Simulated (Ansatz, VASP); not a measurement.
**Two plane-wave programs on Ru**

```xyz
2
Lattice="2.6664 0.0000 0.0000 -1.3332 2.3092 0.0000 0.0000 0.0000 4.2102" Properties=species:S:1:pos:R:3 pbc="T T T"
Ru    0.0000    1.5395    1.0526
Ru    1.3332    0.7697    3.1577
```

Alike in both runs: functional PBEsol; dispersion D3(BJ); k mesh 14 × 14 × 8; occupations fermi-dirac, width 0.05 eV; no spin polarisation; Hubbard terms Ru d U = 3.0 eV.

Ansatz relaxed the structure, and its values are those at the end. VASP's run is a single point on that final structure, the one shown.

```csv
,VASP,Ansatz
version,VASP 6.6.1,Ansatz 0.2.0
potentials or method,"VASP PAW PBE potentials, release 64 (Ru_sv)","PAW with Ansatz's default frozen-core files, scalar-relativistic"
plane-wave cutoff (eV),600,420
valence electrons in the cell,32,32
```

|  | VASP | Ansatz | Ansatz less VASP |
| --- | --- | --- | --- |
| pressure (GPa) | 0.9 | 0.0 | -0.92 |

VASP's potentials were made for PBE, not for PBEsol. The programs project onto different local orbitals, so the same U acts differently, and such runs can settle in different states. Ansatz's warnings: filled band counts differ across k points.
